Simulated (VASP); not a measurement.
# PtS2 (P-3m1) in VASP: a series of runs

PtS2 is run at these levels: PBE, r2SCAN; tasks: single point.

All numbers are computed with VASP 6.6.1; they aren't measurements. Logs are shortened: lines on timing, memory, paths and dates and some standing lists are left out, and cuts for length are marked.

## Step 1: The cell of the first run

It takes space group P-3m1 (No. 164, trigonal). The conventional cell has a = 3.543 Å, b = 3.543 Å, c = 5.039 Å, α = 90.00°, β = 90.00°, γ = 120.00°. Pt (site symmetry -3m) has 6 S at 2.34 Å within 3.1 Å. Within 3.1 Å of S (site symmetry 3m) lie 3 Pt at 2.34 Å and 3 S at 3.07 Å.

## Step 2: Single point, PBE

INCAR

```
ALGO = Normal
EDIFF = 1E-7
ENCUT = 520
GGA = PE
ISIF = 2
ISMEAR = 0
LASPH = True
LCHARG = False
LREAL = False
LWAVE = False
NBANDS = 18
NELM = 60
PREC = Accurate
SIGMA = 0.1
```

KPOINTS

```
k-points
0
Gamma
  7 7 5
```

POSCAR

```
PtS2
1.0
    3.5432000000      0.0000000000      0.0000000000
   -1.7716000000      3.0685012107      0.0000000000
    0.0000000000      0.0000000000      5.0388000000
Pt S
1 2
Direct
    0.0000000000      0.0000000000      0.0000000000
    0.6666666667      0.3333333333      0.7730000000
    0.3333333333      0.6666666667      0.2270000000
```

Potentials or basis: VASP PAW PBE potentials, release 64 (Pt, S).

Started as:

```
> cat potpaw_PBE.64/Pt/POTCAR potpaw_PBE.64/S/POTCAR > POTCAR
> mpirun -np 1 vasp_std > vasp.out
```

OUTCAR:

```text
EDIFF = 1E-7
   ENCUT = 520
   GGA = PE
   ISIF = 2
   ISMEAR = 0
   LASPH = True
   LREAL = False
   NELM = 60
   PREC = Accurate

 ion  position               nearest neighbor table
   1  0.000  0.000  0.000-   2 2.34   3 2.34   2 2.34   3 2.34   2 2.34   3 2.34
   2  0.667  0.333  0.773-   1 2.34   1 2.34   1 2.34
   3  0.333  0.667  0.227-   1 2.34   1 2.34   1 2.34

  LATTYP: Found a hexagonal cell.
 ALAT       =     3.5432000000
 C/A-ratio  =     1.4221043125

  Lattice vectors:

 A1 = (   3.5432000000,   0.0000000000,   0.0000000000)
 A2 = (  -1.7716000000,   3.0685012107,   0.0000000000)
 A3 = (   0.0000000000,   0.0000000000,   5.0388000000)

Analysis of symmetry for initial positions (statically):
=====================================================================
 Subroutine PRICEL returns:
 Original cell was already a primitive cell.

 Routine SETGRP: Setting up the symmetry group for a
 hexagonal supercell.

 Subroutine GETGRP returns: Found 12 space group operations
 (whereof 12 operations were pure point group operations)
 out of a pool of 24 trial point group operations.

The static configuration has the point symmetry D_3d.

Analysis of symmetry for dynamics (positions and initial velocities):
=====================================================================
 Subroutine PRICEL returns:
 Original cell was already a primitive cell.

 Routine SETGRP: Setting up the symmetry group for a
 hexagonal supercell.

 Subroutine GETGRP returns: Found 12 space group operations
 (whereof 12 operations were pure point group operations)
 out of a pool of 24 trial point group operations.

The dynamic configuration has the point symmetry D_3d.

 Subroutine INISYM returns: Found 12 space group operations
 (whereof 12 operations are pure point group operations),
 and found     1 'primitive' translations

----------------------------------------------------------------------------------------

                                     Primitive cell

  volume of cell :      54.7834

  direct lattice vectors                    reciprocal lattice vectors
     3.543200000  0.000000000  0.000000000     0.282230752  0.162946001  0.000000000
    -1.771600000  3.068501211  0.000000000     0.000000000  0.325892001  0.000000000
     0.000000000  0.000000000  5.038800000     0.000000000  0.000000000  0.198459951

  length of vectors
     3.543200000  3.543200000  5.038800000     0.325892001  0.325892001  0.198459951

  position of ions in fractional coordinates (direct lattice)
     0.000000000  0.000000000  0.000000000
     0.666666667  0.333333333  0.773000000
     0.333333333  0.666666667  0.227000000

  ion indices of the primitive-cell ions
   primitive index   ion index
                 1           1
                 2           2
                 3           3

----------------------------------------------------------------------------------------

 KPOINTS: k-points

Automatic generation of k-mesh.
 Grid dimensions read from file:
 generate k-points for:    7    7    5

 Generating k-lattice:

  Cartesian coordinates                     Fractional coordinates (reciprocal lattice)
     0.040318679  0.023278000  0.000000000     0.142857143  0.000000000  0.000000000
     0.000000000  0.046556000  0.000000000     0.000000000  0.142857143  0.000000000
     0.000000000  0.000000000  0.039691990     0.000000000  0.000000000  0.200000000

  Length of vectors
     0.046556000  0.046556000  0.039691990

  Shift w.r.t. Gamma in fractional coordinates (k-lattice)
     0.000000000  0.000000000  0.000000000

 Subroutine IBZKPT returns following result:
 ===========================================

 Found     32 irreducible k-points:

 Following reciprocal coordinates:
            Coordinates               Weight
  0.000000  0.000000  0.000000      1.000000
  0.142857  0.000000  0.000000      6.000000
  0.285714  0.000000  0.000000      6.000000
  0.428571  0.000000  0.000000      6.000000
  0.142857  0.142857  0.000000      6.000000
  0.285714  0.142857  0.000000     12.000000
[... 16 lines left out ...]
  0.000000  0.142857  0.400000      6.000000
  0.285714  0.000000  0.400000      6.000000
 [... further k-points ...]
   k-points           NKPTS =     32   k-points in BZ     NKDIM =     32   number of bands    NBANDS=     18
   number of dos      NEDOS =    301   number of ions     NIONS =      3
   total plane-waves  NPLWV =  31360
   dimension x,y,z NGX =    28 NGY =   28 NGZ =   40
   dimension x,y,z NGXF=    56 NGYF=   56 NGZF=   80
   ions per type =               1   2
   NGX,Y,Z   is equivalent  to a cutoff of  13.14, 13.14, 13.20 a.u.
   NGXF,Y,Z  is equivalent  to a cutoff of  26.28, 26.28, 26.39 a.u.
 SYSTEM =  unknown system
   PREC   = accura    normal or accurate (medium, high low for compatibility)
   ISTART =      0    job   : 0-new  1-cont  2-samecut
   ICHARG =      2    charge: 1-file 2-atom 10-const
   ISPIN  =      1    spin polarized calculation?
   LNONCOLLINEAR =      F non collinear calculations
   LSORBIT =      F    spin-orbit coupling
   LASPH  =      T    aspherical Exc in radial PAW
   ENCUT  =  520.0 eV  38.22 Ry    6.18 a.u.   6.59  6.59  9.37*2*pi/ulx,y,z
   NELM   =     60;   NELMIN=  2; NELMDL= -5     # of ELM steps
   EDIFF  = 0.1E-06   stopping-criterion for ELM
   LREAL  =      F    real-space projection
   EDIFFG = 0.1E-05   stopping-criterion for IOM
   NSW    =      0    number of steps for IOM
   IBRION =     -1    ionic relax: 0-MD 1-quasi-New 2-CG
   NFREE  =      0    steps in history (QN), initial steepest desc. (CG)
   ISIF   =      2    stress and relaxation
   ISYM   =      2    0-nonsym 1-usesym 2-fastsym
   POTIM  = 0.5000    time-step for ionic-motion
   TEBEG  =    0.0;   TEEND  =   0.0 temperature during run
   PSTRESS=    0.0 pullay stress
   NELECT =      22.0000    total number of electrons
   NUPDOWN=      -1.0000    fix difference up-down
   EMIN   =  10.00;   EMAX   =-10.00  energy-range for DOS
   EFERMI =   0.00;   METHOD = LEGACY
   ISMEAR =     0;   SIGMA  =   0.10  broadening in eV -4-tet -1-fermi 0-gaus
   EFERMI_NEDOS =   21; number of points for ismear=-14 and -15
   IALGO  =     38    algorithm
   IMIX   =      4    mixing-type and parameters
     AMIX     =   0.40;   BMIX     =  1.00
     AMIX_MAG =   1.60;   BMIX_MAG =  1.00
  volume/ion in A,a.u.               =      18.26       123.23
  Fermi-wavevector in a.u.,A,eV,Ry     =   1.207812  2.282434 19.848315  1.458810
  Thomas-Fermi vector in A             =   2.343439
   LORBIT       =      0    0 simple, 1 ext, 2 COOP (PROOUT), +10 PAW based schemes
   GGA     = PE    functional components
   LHFCALC =     F    Hartree Fock is set to
   AEXX    =    0.0000 exact exchange contribution
   IVDW    =     0    specifies the selected vdW correction
   LEPSILON=     F    determine dielectric tensor
   LRPA    =     F    only Hartree local field effects (RPA)
 non-spin polarized calculation
 Gauss-broadening in eV      SIGMA  =   0.10
  energy-cutoff  :      520.00
  volume of cell :       54.78
 maximum number of plane-waves:      1507
 NGX is ok and might be reduce to    28
   NGX = 13   NGY = 13   NGZ = 19

 number of electron      22.0000001 magnetization

 Free energy of the ion-electron system (eV)
  ---------------------------------------------------
  ext. energy  EPLUGINS =         0.00000000
  ---------------------------------------------------
  free energy    TOTEN  =       -15.26995834 eV

  energy without entropy =      -15.26995834  energy(sigma->0) =      -15.26995834

 E-fermi :   7.1600     XC(G=0): -10.5742

 val. band max:        6.7298206626   @ k =   0.0000   0.1429   0.2000
 cond. band min:       7.6229421132   @ k =   0.0000   0.2857   0.2000
 fundamental gap:      0.8931214506
 Fermi energy:         7.1599686232

 k-point     1 :       0.0000    0.0000    0.0000
  band No.  band energies     occupation
      1      -8.8191      2.00000
      2      -5.5779      2.00000
      3      -0.2980      2.00000
      4      -0.2980      2.00000
      5      -0.1780      2.00000
      6       2.7622      2.00000
[... 10 lines left out ...]
     17      14.6633      0.00000
     18      18.7824      0.00000

 k-point     2 :       0.1429    0.0000    0.0000
  band No.  band energies     occupation
      1      -8.5482      2.00000
      2      -5.7467      2.00000
      3      -0.1159      2.00000
      4      -0.0888      2.00000
      5       0.1021      2.00000
      6       2.3547      2.00000
[... 10 lines left out ...]
     17      15.4780      0.00000
     18      17.2546      0.00000

 k-point     3 :       0.2857    0.0000    0.0000
  band No.  band energies     occupation
      1      -7.8286      2.00000
      2      -6.1026      2.00000
      3       0.1521      2.00000
      4       0.2898      2.00000
      5       0.9343      2.00000
      6       1.3120      2.00000
[... 10 lines left out ...]
     17      15.7475      0.00000
     18      15.8884      0.00000

 k-point     4 :       0.4286    0.0000    0.0000
  band No.  band energies     occupation
      1      -7.0122      2.00000
      2      -6.4376      2.00000
      3      -0.6367      2.00000
      4       0.5391      2.00000
      5       1.3991      2.00000
      6       2.0697      2.00000
[... 375 lines left out ...]
      4      -0.0953      2.00000
      5       1.1355      2.00000
      6       2.3355      2.00000
[... 10 lines left out ...]
     17      15.1236      0.00000
     18      15.9743      0.00000

 k-point    23 :       0.0000    0.1429    0.4000
  band No.  band energies     occupation
      1      -8.3025      2.00000
      2      -6.2639      2.00000
      3      -0.3098      2.00000
      4      -0.1120      2.00000
      5       1.1410      2.00000
      6       2.2932      2.00000
[... 10 lines left out ...]
     17      15.5584      0.00000
     18      15.6477      0.00000

 k-point    24 :       0.2857    0.0000    0.4000
  band No.  band energies     occupation
      1      -7.5876      2.00000
      2      -6.4375      2.00000
      3      -0.1688      2.00000
      4       0.2838      2.00000
      5       0.8598      2.00000
      6       1.9807      2.00000
[... 10 lines left out ...]
     17      16.5457      0.00000
     18      16.6985      0.00000

 [... further k-points ...]
[... 5 lines left out ...]
  --------------------------------------------------------------------------------------
  -------------------------------------------------------------------------------------
  Total        3.9567951      3.9567951      3.4655037      0.0000000      0.0000000      0.0000000
  in kB      115.7191036    115.7191036    101.3509596      0.0000000      0.0000000      0.0000000
  external PRESSURE =     110.9297222 kB  Pullay stress =       0.0000000 kB

 VOLUME and BASIS-vectors are now :
 -----------------------------------------------------------------------------
  energy-cutoff  :      520.00
  volume of cell :       54.78
      direct lattice vectors                 reciprocal lattice vectors
     3.543200000  0.000000000  0.000000000     0.282230752  0.162946001  0.000000000
    -1.771600000  3.068501211  0.000000000     0.000000000  0.325892001  0.000000000
     0.000000000  0.000000000  5.038800000     0.000000000  0.000000000  0.198459951

 POSITION                                       TOTAL-FORCE (eV/Angst)
 -----------------------------------------------------------------------------------
      0.00000      0.00000      0.00000        -0.000000      0.000000      0.000000
      1.77160      1.02283      3.89499        -0.000000      0.000000     -1.214139
     -0.00000      2.04567      1.14381         0.000000      0.000000      1.214139
 -----------------------------------------------------------------------------------
    total drift:                                0.000000     -0.000000      0.000000

  FREE ENERGIE OF THE ION-ELECTRON SYSTEM (eV)
  ---------------------------------------------------
  free  energy   TOTEN  =       -15.2699583414 eV

  energy  without entropy=      -15.2699583414  energy(sigma->0) =      -15.26995834
```

Wall time 32 s (1 thread of Intel Xeon 6975P-C, shared host); peak memory 0.19 GiB.

What came out:

```yaml
Free_energy: -15.2700 eV
Pressure: 11.1 GPa
Largest_force: 1.214 eV/Å
Band_gap_on_the_k_mesh: 0.89 eV, indirect (least direct gap 1.18 eV)
```

Forces in eV/Å, atoms in the order of the input:
```
Pt   0.000  0.000  0.000
S    0.000  0.000 -1.214
S    0.000  0.000  1.214
```

Stress tensor (GPa, compression positive):
```
11.57  0.00  0.00
 0.00 11.57  0.00
 0.00  0.00 10.14
```

Caveat: spin-orbit coupling is left out, which moves the levels of the heavy elements; forces of over 1 eV/Å act on the atoms, so gaps and moduli don't describe the material at rest. A k mesh can miss the band edges.

(Continued in part 2 of 2.)
